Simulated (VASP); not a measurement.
Crystal: AlAs.

```xyz
2
Lattice="0.0000 2.8634 2.8634 2.8634 0.0000 2.8634 2.8634 2.8634 0.0000" Properties=species:S:1:pos:R:3 pbc="T T T"
Al    0.0000    0.0000    0.0000
As    4.2950    4.2950    4.2950
```

Base run:

```yaml
Program: VASP 6.6.1
Functional: revPBE
Potentials_or_basis: VASP PAW PBE potentials, release 64 (Al, As)
Cutoff: 500 eV
k_mesh: 8 × 8 × 8
Occupations: gaussian, width 0.02 eV
Spin: no spin polarisation
```

Its results: band gap on the k mesh 1.55 eV, indirect (least direct gap 1.89 eV); pressure 1.3 GPa.

The run is repeated on the same cell with these changes: functional from revPBE to PBE. What comes out?

Band gap on the k mesh 1.49 eV, indirect (least direct gap 1.79 eV); pressure 0.2 GPa.

PBE binds more tightly than revPBE, so the same cell stands under less pressure.

Caveats: the PAW data sets were made with another functional, which shifts forces and pressure a little (some runs).

A k mesh can miss the band edges.
